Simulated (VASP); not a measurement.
# Si4F: single point with PBE

Crystal: Si4F.

```xyz
5
Lattice="-2.5889 2.5889 2.5889 2.5889 -2.5889 2.5889 2.5889 2.5889 -2.5889" Properties=species:S:1:pos:R:3 pbc="T T T"
Si    1.2945    1.2945    1.2945
Si   -1.2945    1.2945    1.2945
Si    1.2945    1.2945   -1.2945
Si    1.2945   -1.2945    1.2945
F     0.0000    0.0000    0.0000
```

The cell was built from a structure type or drawn by symmetry, and may not be a known phase.

| Property | Result |
| --- | --- |
| Program | VASP 6.6.1 |
| Task | single point |
| Functional | PBE |
| Potentials or basis | VASP PAW PBE potentials, release 64 (Si, F) |
| Cutoff | 520 eV |
| k mesh | 6 × 6 × 6 |
| Occupations | gaussian, width 0.1 eV |
| Spin | no spin polarisation |
| Dipole correction | no |
| Further INCAR settings | ALGO = Normal; EDIFF = 1e-06; NBANDS = 20 |

```yaml
Pressure: 19.6 GPa
Band_gap_on_the_k_mesh: zero (an odd number of electrons rules out a gap without spin polarisation)
```

Levels at points of the mesh, in eV from the Fermi level:
| k point | band 9 | band 10 | band 11 | band 12 | band 13 | band 14 |
| --- | --- | --- | --- | --- | --- | --- |
| (0.00, 0.00, 0.00) | -2.87 | -2.87 | -2.87 | 0.22 | 0.22 | 0.22 |
| (0.50, 0.00, 0.00) | -3.08 | -2.91 | -0.54 | 1.29 | 1.42 | 2.02 |
| (0.50, 0.50, 0.50) | -5.19 | -3.47 | -0.11 | -0.11 | -0.11 | 2.22 |

It took 38 s on 1 thread of Intel Xeon 8259CL (shared host), peak memory 0.2 GiB.

Caveat: the cell stands under pressure; an odd number of electrons without spin polarisation forces a metal; a magnetic or distorted state may lie lower.
